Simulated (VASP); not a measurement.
MgAl15HN16 (a cell with a defect), 33 atoms in the cell. The cell holds a defect, 33 atoms: a = 6.260 Å, b = 6.260 Å, c = 10.035 Å, α = 90.00°, β = 90.00°, γ = 120.00°. 

- Program: VASP 6.6.1
- Task: single point
- Functional: PBE
- Potentials or basis: VASP PAW PBE potentials, release 64 (Al, Mg, N, H)
- Cutoff: 520 eV
- k mesh: 1 × 1 × 1, shifted
- Occupations: gaussian, width 0.01 eV
- Spin: collinear spin
- Fixed moment: 1 μB
- Dipole correction: no
- Charge: -1
- Further INCAR settings: LREAL = Auto; ALGO = Normal; EDIFF = 1e-06; NBANDS = 90; ISYM = -1; NELECT = 129.0

Potentials or basis: VASP PAW PBE potentials, release 64 (Al, Mg, N, H).

The run is started by

```bash
$ cat potpaw_PBE.64/Al/POTCAR potpaw_PBE.64/Mg/POTCAR potpaw_PBE.64/N/POTCAR potpaw_PBE.64/H/POTCAR > POTCAR
$ mpirun -np 1 vasp_std > vasp.out
```

Hardware: 1 thread of Intel(R) Xeon(R) Platinum 8259CL CPU @ 2.50GHz (Skylake/Cascade Lake), on a shared host.

Question: Estimate the wall time of this run.

Answer: Wall time 3.3 min on 1 thread of Intel(R) Xeon(R) Platinum 8259CL CPU @ 2.50GHz (Skylake/Cascade Lake) (shared host), peak memory 0.59 GiB. Counts: scf iterations 17, k points 1.
